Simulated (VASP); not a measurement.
Write the native input for VASP 6.6.1 that does the following.

```yaml
Task: electric field gradients
Functional: PBEsol
Potentials_or_basis: VASP PAW PBE potentials, release 64 (Hf_pv, B)
Cutoff: 520 eV
k_mesh: 15 × 15 × 12
Occupations: fermi-dirac, width 0.03 eV
Spin: no spin polarisation
Dipole_correction: no
Further_INCAR_settings: ALGO = Normal; EDIFF = 1e-08; NBANDS = 15
```

The structure of HfB2 lies in POSCAR:

```
HfB2
1.0
    3.0975624645      0.0000000000      0.0000000000
   -1.5487812323      2.6825677840      0.0000000000
    0.0000000000      0.0000000000      3.4329672075
Hf B
1 2
Direct
    0.0000000000      0.0000000000      0.0000000000
    0.3333333333      0.6666666667      0.5000000000
    0.6666666667      0.3333333333      0.5000000000
```

This cell differs from its parent crystal: volume scaled by 0.96.

These files were run (other wordings do the same):

INCAR

```
SYSTEM = HfB2
PREC = Accurate ; ENCUT = 520
EDIFF = 1E-8 ; ISMEAR = -1
SIGMA = 0.03 ; LREAL = .FALSE.
LASPH = .TRUE. ; NELM = 80
ALGO = Normal ; ISIF = 2
LWAVE = .FALSE. ; LCHARG = .FALSE.
GGA = PS ; LEFG = .TRUE.
NBANDS = 15
```

KPOINTS

```
Automatic mesh
0
G
  15 15 12
  0 0 0
```

Potentials or basis: VASP PAW PBE potentials, release 64 (Hf_pv, B).

Command:

```console
$ cat potpaw_PBE.64/Hf_pv/POTCAR potpaw_PBE.64/B/POTCAR > POTCAR
$ mpirun -np 1 vasp_std > vasp.out
```

Results of the run:

| Item | Value |
| --- | --- |
| Pressure | 6.5 GPa |
| Band gap on the k mesh | zero (band 8 reaches 8.68 eV, above the bottom of band 9 at 7.60 eV) |

Caveat: without QUAD_EFG the Cq values of the log hold for a quadrupole moment of 1 mb, not for the nuclei; the PAW data sets were made with another functional, which shifts forces and pressure a little; spin-orbit coupling is left out, which moves the levels of the heavy elements.

Wall time 27 s on 1 thread of Intel(R) Xeon(R) 6975P-C (Granite Rapids) (shared host), peak memory 0.2 GiB.
